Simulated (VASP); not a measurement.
Write the native input for VASP 6.6.1 that does the following.

| Item | Value |
| --- | --- |
| Task | single point |
| Functional | r2SCAN |
| Dispersion | D4 |
| Potentials or basis | VASP PAW PBE potentials, release 64 (Re) |
| Cutoff | 520 eV |
| k mesh | 11 × 11 × 6 |
| Occupations | fermi-dirac, width 0.05 eV |
| Spin | no spin polarisation |
| Dipole correction | no |
| Further INCAR settings | ALGO = Normal; EDIFF = 1e-06; NBANDS = 14 |

Crystal: Re.

```
Re
1.0
     2.81495    0.00000    0.00000
    -1.40747    2.43782    0.00000
     0.00000    0.00000    4.54564
Re
2
Direct
  0.66667 0.33333 0.75000
  0.33333 0.66667 0.25000
```

These files were run (other wordings do the same):

POSCAR

```
Re
1.0
    2.8149470801      0.0000000000      0.0000000000
   -1.4074735401      2.4378156817      0.0000000000
    0.0000000000      0.0000000000      4.5456378849
Re
2
Direct
    0.6666666667      0.3333333333      0.7500000000
    0.3333333333      0.6666666667      0.2500000000
```

INCAR.step1

```
PREC = Accurate
ENCUT = 520
ISMEAR = -1
SIGMA = 0.05
LREAL = F
LASPH = T
NELM = 100
NBANDS = 14
GGA = PE
ALGO = Normal
EDIFF = 1E-4
LWAVE = T
LCHARG = F
```

INCAR.step2

```
PREC = Accurate
ENCUT = 520
EDIFF = 1E-6
ISMEAR = -1
SIGMA = 0.05
LREAL = F
LASPH = T
NELM = 100
ALGO = Normal
ISIF = 2
LWAVE = F
LCHARG = F
METAGGA = R2SCAN
LMIXTAU = T
IVDW = 13
VDW_S6 = 1.0
VDW_S8 = 0.6018749
VDW_A1 = 0.51559235
VDW_A2 = 5.77342911
NBANDS = 14
ISTART = 1
```

KPOINTS

```
regular mesh
0
Gamma
  11 11 6
```

Potentials or basis: VASP PAW PBE potentials, release 64 (Re).

Launch:

```bash
$ cat potpaw_PBE.64/Re/POTCAR > POTCAR
$ cp INCAR.step1 INCAR
$ mpirun -np 1 vasp_std > vasp.out
$ cp INCAR.step2 INCAR
$ mpirun -np 1 vasp_std > vasp.out
```

It gave:

```
Pressure                   : -22.3 GPa
Band gap on the k mesh     : zero (bands 7 and 8 overlap by 2.77 eV)
Dispersion energy per atom : -0.207 eV
```

Caveat: the cell stands under tension; the PAW data sets were made with another functional, which shifts forces and pressure a little; spin-orbit coupling is left out, which moves the levels of the heavy elements.

Wall time 3.1 min on 1 thread of Intel Xeon 8259CL (shared host), peak memory 0.18 GiB.
